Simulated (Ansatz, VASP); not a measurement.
**Two plane-wave programs on Ta4C3**

INCAR

```
ALGO = Fast
EDIFF = 1E-6
ENCUT = 520
GGA = PS
ISIF = 2
ISMEAR = 0
LASPH = T
LCHARG = F
LREAL = F
LWAVE = F
NBANDS = 69
NELM = 80
PREC = Accurate
SIGMA = 0.15
```

File KPOINTS:

```
k-points
0
Gamma
  9 9 5
```

POSCAR

```
Ta4C3
1.0
    0.0000000000     -4.4026022057      0.0000000000
    0.0000000000      0.0000000000     -4.4026022057
    8.8052044115     -0.4402602206      0.0000000000
Ta C
8 6
Direct
    0.4125000000      0.5000000000      0.8750000000
    0.4625000000      0.5000000000      0.3750000000
    0.9875000000      0.5000000000      0.1250000000
    0.9375000000      0.5000000000      0.6250000000
    0.4875000000      1.0000000000      0.1250000000
    0.4375000000      1.0000000000      0.6250000000
   -0.0375000000      0.0000000000      0.3750000000
   -0.0875000000      0.0000000000      0.8750000000
   -0.0125000000      1.0000000000      0.1250000000
   -0.0625000000      1.0000000000      0.6250000000
    0.4125000000      1.0000000000      0.8750000000
    0.4625000000      1.0000000000      0.3750000000
   -0.0875000000      0.5000000000      0.8750000000
   -0.0375000000      0.5000000000      0.3750000000
```

Input for Ansatz:

```yaml
crystal:
  lattice:
    - [0.0, -4.4026022057, 0.0]
    - [0.0, 0.0, -4.4026022057]
    - [8.8052044115, -0.4402602206, 0.0]
  atoms:
    - { symbol: Ta, position: [0.4125, 0.5, 0.875] }
    - { symbol: Ta, position: [0.4625, 0.5, 0.375] }
    - { symbol: Ta, position: [0.9875, 0.5, 0.125] }
    - { symbol: Ta, position: [0.9375, 0.5, 0.625] }
    - { symbol: Ta, position: [0.4875, 1.0, 0.125] }
    - { symbol: Ta, position: [0.4375, 1.0, 0.625] }
    - { symbol: Ta, position: [-0.0375, 0.0, 0.375] }
    - { symbol: Ta, position: [-0.0875, 0.0, 0.875] }
    - { symbol: C, position: [-0.0125, 1.0, 0.125] }
    - { symbol: C, position: [-0.0625, 1.0, 0.625] }
    - { symbol: C, position: [0.4125, 1.0, 0.875] }
    - { symbol: C, position: [0.4625, 1.0, 0.375] }
    - { symbol: C, position: [-0.0875, 0.5, 0.875] }
    - { symbol: C, position: [-0.0375, 0.5, 0.375] }
basis:
  ecutwfc: 420
kpoints:
  mp_grid: { grid: [9, 9, 5] }
hamiltonian:
  xc: pbesol
scf:
  occupations: { method: gaussian, width: 0.15 }
output:
  forces: true
  stress: true
  eigenvalues: true
```

Alike in both runs: task single point; functional PBEsol; k mesh 9 × 9 × 5; occupations gaussian, width 0.15 eV; no spin polarisation.

|  | VASP | Ansatz |
| --- | --- | --- |
| version | VASP 6.6.1 | Ansatz 0.2.0 |
| potentials or method | VASP PAW PBE potentials, release 64 (Ta_pv, C), cutoff 520 eV | scalar-relativistic, plane waves, PAW |
| valence electrons in the cell | 112 | 128 |

```csv
,VASP,Ansatz,Ansatz less VASP
gap on the k mesh at the Fermi level (eV),none,none,-
pressure (GPa),1.4,0.7,-0.69
"traceless stress, the component that is largest in VASP (GPa)",6.09,6.11,+0.018
rms of the force components (eV/Å),0.464,0.466,+0.0017
```

VASP's potentials were made for PBE, not for PBEsol. Atom by atom the forces differ by 0.002 eV/Å (rms over components). A gap of «none» marks a metal or a gap that the smearing closes. VASP's potentials hold 112 valence electrons a cell and Ansatz's 128, so a difference there can come from the potentials and not from the codes.

Spin-orbit coupling is off throughout.
